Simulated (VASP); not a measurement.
# Sr3RuO: single point with PBE

The system is Sr3RuO.

```
Sr Ru O
1.0
     3.69494   -0.00127   -0.00393
    -0.00126    3.69469    0.00014
    -0.01677    0.00071   18.81813
Sr Ru O
6 2 2
Direct
  0.99796 0.50049 0.78113
  0.49938 0.99971 0.93273
  0.50244 0.99943 0.21877
  0.00090 0.49945 0.06742
  0.50156 0.00055 0.40012
  0.99761 0.50091 0.59971
  0.00241 0.49987 0.30448
  0.49735 0.00075 0.69539
  0.99939 0.49966 0.93410
  0.50100 0.99920 0.06613
```

| Quantity | Value |
| --- | --- |
| Program | VASP 6.6.1 |
| Task | single point |
| Functional | PBE |
| Potentials or basis | VASP PAW PBE potentials, release 64 (Sr_sv, Ru_pv, O) |
| Cutoff | 520 eV |
| k mesh | 6 × 6 × 2 |
| Occupations | gaussian, width 0.2 eV |
| Spin | no spin polarisation |

* Pressure: 0.3 GPa
* Largest force: 0.035 eV/Å
* Band gap on the k mesh: zero (bands 50 and 51 overlap by 0.78 eV)

Forces on the atoms (eV/Å):
```
Sr   0.000 -0.001  0.026
Sr   0.001  0.000 -0.035
Sr  -0.004  0.002 -0.027
Sr   0.000  0.000  0.034
Sr   0.003 -0.002  0.029
Sr  -0.001  0.000 -0.026
Ru  -0.002  0.000  0.011
Ru   0.003 -0.001 -0.011
O    0.001  0.000 -0.024
O   -0.001  0.002  0.021
```

Levels at points of the mesh, in eV from the Fermi level:
```tsv
k point	band 49	band 50	band 51	band 52	band 53	band 54
(0.00, 0.00, 0.00)	-0.15	-0.14	-0.08	-0.08	0.49	0.57
(0.50, 0.00, 0.00)	-0.38	-0.37	0.71	0.73	1.13	1.13
(0.00, 0.50, 0.00)	-0.37	-0.37	0.72	0.73	1.13	1.13
(0.50, 0.50, 0.00)	0.41	0.41	0.70	0.70	1.04	1.04
(0.00, 0.00, 0.50)	-0.15	-0.14	-0.08	-0.08	0.57	0.76
(0.50, 0.00, 0.50)	-0.43	-0.42	0.81	0.83	1.11	1.11
(0.00, 0.50, 0.50)	-0.43	-0.43	0.82	0.82	1.11	1.11
(0.50, 0.50, 0.50)	0.44	0.45	0.70	0.70	0.83	0.84
```

It took 9.5 min on 1 thread of Intel(R) Xeon(R) 6975P-C (Granite Rapids), on a shared host, peak memory 0.64 GiB.
